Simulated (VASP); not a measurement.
Wanted: the native input for a VASP 6.6.1 run.

```
Task                   : relaxation of cell and atoms
Functional             : PBE
Potentials or basis    : VASP PAW PBE potentials, release 64 (Mg, Cd, S)
Cutoff                 : 600 eV
k mesh                 : 4 × 4 × 1
Occupations            : gaussian, width 0.1 eV
Spin                   : no spin polarisation
Dipole correction      : no
Further INCAR settings : ALGO = Normal; EDIFF = 1e-06; IBRION = 2; EDIFFG = -0.025; NSW = 80; ISIF = 3
```

The structure of Mg5CdS6 lies in POSCAR:

```
Mg5CdS6
1.0
    3.7323838277      0.0048896772     -0.0374845715
    0.0048896772      3.8007909634     -0.0196403793
   -0.1592146374     -0.0834219452     15.6110000486
Mg Cd S
5 1 6
Direct
    0.0024720782      0.0110140110      0.6573227282
    0.5002382234      0.4848488035      0.5086119718
    0.0282751018     -0.0265481873      0.3444800507
    0.4944751428      0.4885400669      0.1715285262
    0.4826360182      0.5236843608      0.8224284598
    0.0020031865     -0.0255056088     -0.0058786850
    0.0442696413     -0.0227203278      0.4958576012
    0.4427639527      0.4903588203      0.3378402971
    0.0306374419      0.0468833338      0.1721747139
    0.5208017716      0.5170336323      0.0049536632
   -0.0235329891      0.0118778096      0.8299148722
    0.4749604305      0.5005332858      0.6607658007
```

The input as run:

INCAR

```
PREC = Accurate ; ENCUT = 600
EDIFF = 1E-6 ; ISMEAR = 0
SIGMA = 0.1 ; LREAL = False
LASPH = True ; NELM = 80
ALGO = Normal ; ISIF = 3
LWAVE = False ; LCHARG = False
GGA = PE ; IBRION = 2
NSW = 80 ; EDIFFG = -0.025
```

KPOINTS

```
Automatic mesh
0
Gamma
  4 4 1
```

Potentials or basis: VASP PAW PBE potentials, release 64 (Mg, Cd, S).

The run is started by

```console
$ cat potpaw_PBE.64/Mg/POTCAR potpaw_PBE.64/Cd/POTCAR potpaw_PBE.64/S/POTCAR > POTCAR
$ mpirun -np 1 vasp_std > vasp.out
```

It gave:

```
Relaxed volume                        : 18.44 Å³/atom
Relaxed cell                          : a = 3.742 Å, b = 3.744 Å, c = 15.795 Å, α = 90.03°, β = 90.02°, γ = 90.00°
Space group after relaxing (to 0.1 Å) : P4/mmm (No. 123)
Energy gained by relaxing             : 69.4 meV/atom
Ionic steps                           : 19
Pressure after relaxing               : 0.0 GPa
Largest force after relaxing          : 0.022 eV/Å
Band gap on the k mesh                : 1.20 eV (least direct gap 1.90 eV)
```

Caveat: the k points lie up to 0.42 Å⁻¹ apart in the final cell.

Wall time 22 min on 1 thread of Intel(R) Xeon(R) Platinum 8259CL CPU @ 2.50GHz (Skylake/Cascade Lake) (shared host), peak memory 0.39 GiB.
